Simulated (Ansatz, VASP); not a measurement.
# Bi in VASP and in Ansatz

File INCAR:

```
PREC = Accurate
ENCUT = 520
EDIFF = 1E-7
ISMEAR = -1
SIGMA = 0.03
LREAL = False
LASPH = True
NELM = 100
ALGO = Normal
ISIF = 2
LWAVE = False
LCHARG = False
GGA = PS
NBANDS = 22
```

The input KPOINTS:

```
regular mesh
0
Gamma
  10 10 10
```

Contents of POSCAR:

```
Bi
1.0
    2.2502696816      1.2991938064      3.9540000000
   -2.2502696816      1.2991938064      3.9540000000
    0.0000000000     -2.5983876128      3.9540000000
Bi
2
Direct
    0.2338900000      0.2338900000      0.2338900000
    0.7661100000      0.7661100000      0.7661100000
```

Input for Ansatz:

```yaml
crystal:
  lattice:
    - [2.2502696816, 1.2991938064, 3.954]
    - [-2.2502696816, 1.2991938064, 3.954]
    - [0.0, -2.5983876128, 3.954]
  atoms:
    - { symbol: Bi, position: [0.23389, 0.23389, 0.23389] }
    - { symbol: Bi, position: [0.76611, 0.76611, 0.76611] }
kpoints:
  mp_grid: { grid: [10, 10, 10] }
  band_path:
    path:
      - [0.0, 0.0, 0.0]
      - [0.5, 0.5, 0.5]
      - [0.7613580648, 0.2386419352, 0.5]
      - [0.5, -0.2386419352, 0.2386419352]
      - [0.5, 0.0, 0.0]
      - [0.0, 0.0, 0.0]
      - [0.3693209676, -0.3693209676, 0.0]
      - [0.6306790324, 0.0, 0.3693209676]
      - [0.5, 0.0, 0.5]
    npoints: 5
scf:
  occupations: { method: fermi_dirac, width: 0.03 }
hamiltonian:
  xc: pbesol
  pseudopotentials: { kind: all_electron, lapw: { basis_error: 0.0005 } }
output:
  forces: true
  stress: true
  eigenvalues: true
```

Change from the starting cell: equal xx and yy strain of -1 %.

Alike in both runs: task single point; functional PBEsol; k mesh 10 × 10 × 10; occupations fermi-dirac, width 0.03 eV; no spin polarisation.

```csv
,VASP,Ansatz
version,VASP 6.6.1,Ansatz 0.2.0
potentials or method,"VASP PAW PBE potentials, release 64 (Bi_d), cutoff 520 eV","all-electron LAPW, scalar-relativistic"
```

|  | VASP | Ansatz | Ansatz less VASP |
| --- | --- | --- | --- |
| pressure (GPa) | 0.3 | 0.4 | +0.08 |
| traceless stress, the component that is largest in VASP (GPa) | -0.27 | -0.28 | -0.004 |
| rms of the force components (eV/Å) | 0.115 | 0.111 | -0.0032 |

VASP's potentials were made for PBE, not for PBEsol. Atom by atom the forces differ by 0.003 eV/Å (rms over components). Ansatz ran all-electron here, and VASP with PAW potentials.

Neither program's run includes spin-orbit coupling.
